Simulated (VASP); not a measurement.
Runs of VASP 6.6.1 on KMgF3. The structure is that of space group Pm-3m (No. 221), or close to it. The cells are those of the table. 

| level | potentials or basis | cell | gap on the mesh (eV) | pressure (GPa) |
| --- | --- | --- | --- | --- |
| r2SCAN | VASP PAW PBE potentials, release 64 (K_sv, Mg, F) | a = 3.984 Å, 5 atoms | 8.26 | -0.8 |
| PBEsol | VASP PAW PBE potentials, release 64 (K_sv, Mg, F) | a = 3.992 Å, 5 atoms | (b) | -0.4 |
| r2SCAN | VASP PAW PBE potentials, release 64 (K_sv, Mg, F) | a = 3.957 Å, 5 atoms | 8.42 | 0.8 |
| r2SCAN | VASP PAW PBE potentials, release 64 (K_sv, Mg, F) | a = 4.036 Å, 5 atoms | 7.96 | -3.6 |
| PBE | VASP PAW PBE potentials, release 64 (K_sv, Mg, F) | a = 4.055 Å, 5 atoms | 6.93 | -0.4 |
| r2SCAN | VASP PAW PBE potentials, release 64 (K_sv, Mg, F) | a = 4.062 Å, 5 atoms | 7.82 | -4.7 |
| r2SCAN | VASP PAW PBE potentials, release 64 (K_sv, Mg, F) | a = 4.010 Å, 5 atoms | 8.11 | (a) |
| LDA | VASP PAW LDA potentials, release 64 (K_sv, Mg, F) | a = 3.909 Å, 5 atoms | 7.41 | -0.9 |
| r2SCAN | VASP PAW PBE potentials, release 64 (K_sv, Mg, F) | a = 3.902 Å, 5 atoms | 8.77 | 4.7 |
| r2SCAN | VASP PAW PBE potentials, release 64 (K_sv, Mg, F) | a = 3.930 Å, 5 atoms | 8.59 | 2.7 |

Alike in all rows: task single point; no spin polarisation; k mesh 8 × 8 × 8; cutoff (eV) 520; smearing fermi-dirac 0.02 eV.

Estimate the missing entries.

(a) -2.3; (b) 7.09.

Caveats: the PAW data sets were made with another functional, which shifts forces and pressure a little (some runs).

A k mesh can miss the band edges.
